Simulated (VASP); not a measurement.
Here is a VASP 6.6.1 calculation.

The input INCAR:

```
PREC = Accurate
ENCUT = 520
EDIFF = 1E-7
ISMEAR = 0
SIGMA = 0.1
LREAL = Auto
LASPH = T
NELM = 60
ALGO = Normal
ISIF = 2
LWAVE = F
LCHARG = F
LDIPOL = T
IDIPOL = 3
DIPOL = 0.5 0.5 0.321
GGA = CA
IBRION = 2
NSW = 36
EDIFFG = -0.025
KPAR = 4
```

The input KPOINTS:

```
Automatic mesh
0
Gamma
  5 4 1
```

File POSCAR:

```
Al
1.0
    5.6343731020      0.0000000000      0.0000000000
    0.0000000000      7.9682068563      0.0000000000
    0.0000000000      0.0000000000     19.6723116275
Al
17
Selective dynamics
Direct
    0.2500000000      0.2500000000      0.2033314679  F F F
    0.2500000000      0.7500000000      0.2033314679  F F F
    0.7500000000      0.2500000000      0.2033314679  F F F
    0.7500000000      0.7500000000      0.2033314679  F F F
    0.0000000000      0.0000000000      0.2749343025  F F F
    0.0000000000      0.5000000000      0.2749343025  F F F
    0.5000000000      0.0000000000      0.2749343025  F F F
    0.5000000000      0.5000000000      0.2749343025  F F F
    0.2500000000      0.2500000000      0.3484027381  F F F
    0.2500000000      0.7500000000      0.3484027381  F F F
    0.7500000000      0.2500000000      0.3484027381  F F F
    0.7500000000      0.7500000000      0.3484027381  F F F
    0.0000000000      0.0000000000      0.4154220298  F F F
    0.0000000000      0.5000000000      0.4154220298  F F F
    0.5000000000      0.0000000000      0.4154220298  F F F
    0.5000000000      0.5000000000      0.4154220298  F F F
    0.2500000000      0.1875000000      0.4831949997  F F T
```

Potentials or basis: VASP PAW LDA potentials, release 64 (Al).

Launch:

```bash
$ cat potpaw_LDA.64/Al/POTCAR > POTCAR
$ mpirun -np 4 vasp_std > vasp.out
```

Q: What does it give for the band gap on the k mesh?

A: Zero (an odd number of electrons rules out a gap without spin polarisation).

Q: What does it give for the energy gained by relaxing?

A: 5.7 meV/atom.

The path:
```
step  energy change (eV)  largest force on free atoms (eV/Å)  pressure (GPa)
   1              0.0000                              0.9342           -0.64
   2             -0.0370                              0.7121           -0.69
   3             -0.0940                              0.1517           -0.84
   4             -0.0972                              0.0256           -0.88
   5             -0.0973                              0.0004           -0.88
```
